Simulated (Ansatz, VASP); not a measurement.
Two plane-wave programs on Ba2SeS

INCAR

```
SYSTEM = Ba2SeS
PREC = Accurate ; ENCUT = 520
EDIFF = 1E-7 ; ISMEAR = 0
SIGMA = 0.01 ; LREAL = .False.
LASPH = .True. ; NELM = 100
ALGO = Normal ; ISIF = 2
LWAVE = .False. ; LCHARG = .False.
GGA = PE ; NBANDS = 24
```

File KPOINTS:

```
regular mesh
0
Gamma
  6 6 4
  0 0 0
```

The input POSCAR:

```
Ba2SeS
1.0
    4.6244860782      0.0000000000      0.0000000000
    0.0000000000      4.6244860782      0.0000000000
    0.0000000000      0.0000000000      6.5412104340
S Ba Se
1 2 1
Direct
    0.0000000000      0.0000000000      0.0000000000
    0.0000000000      0.0000000000      0.5000000000
    0.5000000000      0.5000000000      0.0000000000
    0.5000000000      0.5000000000      0.5000000000
```

Input for Ansatz:

```yaml
crystal:
  lattice:
    - [4.6244860782, 0.0, 0.0]
    - [0.0, 4.6244860782, 0.0]
    - [0.0, 0.0, 6.541210434]
  atoms:
    - { symbol: S, position: [0.0, 0.0, 0.0] }
    - { symbol: Ba, position: [0.0, 0.0, 0.5] }
    - { symbol: Se, position: [0.5, 0.5, 0.5] }
    - { symbol: Ba, position: [0.5, 0.5, 0.0] }
kpoints:
  mp_grid: { grid: [6, 6, 4] }
  band_path:
    path:
      - [0.0, 0.0, 0.0]
      - [0.0, 0.5, 0.0]
      - [0.5, 0.5, 0.0]
      - [0.0, 0.0, 0.5]
      - [0.0, 0.5, 0.5]
      - [0.5, 0.5, 0.5]
    npoints: 1
hamiltonian:
  xc: pbe
scf:
  occupations: { method: fixed }
  n_extra_bands: 5
output:
  forces: true
  stress: true
  eigenvalues: true
```

Alike in both runs: task single point; functional PBE; k mesh 6 × 6 × 4; no spin polarisation.

```csv
,VASP,Ansatz
version,VASP 6.6.1,Ansatz 0.2.0
potentials or method,"VASP PAW PBE potentials, release 64 (S, Ba_sv, Se)","plane waves, PAW"
plane-wave cutoff (eV),520,420
occupations,"gaussian, width 0.01 eV",fixed
valence electrons in the cell,32,42
```

|  | VASP | Ansatz | Ansatz less VASP |
| --- | --- | --- | --- |
| gap on the k mesh at the Fermi level (eV) | 2.01 | 2.10 | +0.093 |
| pressure (GPa) | 0.6 | 0.1 | -0.51 |

VASP's potentials hold 32 valence electrons a cell and Ansatz's 42, so a difference there can come from the potentials and not from the codes.

Neither program's run includes spin-orbit coupling.
